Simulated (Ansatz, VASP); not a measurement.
One calculation of Pt, two programs

File INCAR:

```
ALGO = Normal
EDIFF = 1E-6
ENCUT = 520
GGA = PS
ISIF = 2
ISMEAR = -1
LASPH = T
LCHARG = F
LREAL = F
LWAVE = F
NBANDS = 11
NELM = 100
PREC = Accurate
SIGMA = 0.1
```

File KPOINTS:

```
k-points
0
Gamma
  14 14 14
```

POSCAR

```
Pt
1.0
    2.5881137393      0.0000000000      0.0000000000
    0.0000000000      2.5881137393      0.0000000000
    0.0000000000      0.0000000000      2.5881137393
Pt
1
Direct
    0.0000000000      0.0000000000      0.0000000000
```

Input for Ansatz:

```yaml
crystal:
  lattice:
    - [2.5881137393, 0.0, 0.0]
    - [0.0, 2.5881137393, 0.0]
    - [0.0, 0.0, 2.5881137393]
  atoms:
    - { symbol: Pt, position: [0.0, 0.0, 0.0] }
hamiltonian:
  xc: pbesol
  pseudopotentials:
    kind: paw
    azcp:
      Pt: "pseudopotentials/Pt.paw.azcp"
basis:
  ecutwfc: 420
  fft_grid_basis: typed
kpoints:
  mp_grid: { grid: [14, 14, 14], shift: [0, 0, 0] }
magnetization:
  spin_polarized: false
scf:
  occupations: { method: fermi_dirac, width: 0.1 }
  lower_state_search: "off"
output:
  stress: true
  write_density: true
  write_potential: true
  elf: true
  volumetric_format: npy
```

Alike in both runs: task single point; functional PBEsol; k mesh 14 × 14 × 14; occupations fermi-dirac, width 0.1 eV; no spin polarisation.

|  | VASP | Ansatz |
| --- | --- | --- |
| version | VASP 6.6.1 | Ansatz 0.2.0 |
| potentials or method | VASP PAW PBE potentials, release 64 (Pt), cutoff 520 eV | plane waves (420 eV) with PAW, scalar-relativistic |
| valence electrons in the cell | 10 | 18 |

Ansatz gave:

| Quantity | Value |
| --- | --- |
| pressure (GPa) | 0.0 |

Task: What did VASP give for the same quantities?

Result: Pressure (GPa): -0.4.

VASP's potentials were made for PBE, not for PBEsol, and Ansatz warns of the same on its side. With one functional, cell and mesh, what is left measures potentials, basis and numerics. VASP's potentials hold 10 valence electrons a cell and Ansatz's 18, so a difference there can come from the potentials and not from the codes.

Spin-orbit coupling is off throughout.
